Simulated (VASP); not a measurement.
Pt:

```
Pt
1.0
     2.55000    0.00000    0.00000
     0.00000    2.55000    0.00000
     0.00000    0.00000    2.55000
Pt
1
Cartesian
  0.0000 0.0000 0.0000
```

- Program: VASP 6.6.1
- Task: relaxation of cell and atoms
- Functional: PBE
- Potentials or basis: VASP PAW PBE potentials, release 64 (Pt)
- Cutoff: 600 eV
- k mesh: 16 × 16 × 16
- Occupations: methfessel-paxton, width 0.05 eV
- Spin: no spin polarisation

At the start: pressure 19.7 GPa; volume 16.58 Å³/atom.

How do energy, volume and symmetry change on relaxing?

Over 5 steps the energy falls by 80.7 meV/atom and the volume is 18.01 Å³/atom (+8.6 %); space group Pm-3m (No. 221, to 0.05 Å).

Step by step:
```
step  energy change (eV)  largest force (eV/Å)  pressure (GPa)  volume (Å³)
   1              0.0000                0.0000           19.73        16.58
   2              0.2479                0.0000          -21.30        21.98
   3             -0.0802                0.0000           -1.24        18.14
   4             -0.0807                0.0000           -0.22        18.04
   5             -0.0807                0.0000            0.08        18.01
```

Final structure:
```cif
data_structure
_symmetry_space_group_name_H-M 'P 1'
_symmetry_Int_Tables_number 1
_cell_length_a 2.6210
_cell_length_b 2.6210
_cell_length_c 2.6210
_cell_angle_alpha 90.000
_cell_angle_beta 90.000
_cell_angle_gamma 90.000
_cell_volume 18.01
loop_
_atom_site_label
_atom_site_type_symbol
_atom_site_fract_x
_atom_site_fract_y
_atom_site_fract_z
_atom_site_occupancy
Pt1 Pt 0.00000 0.00000 0.00000 1
```
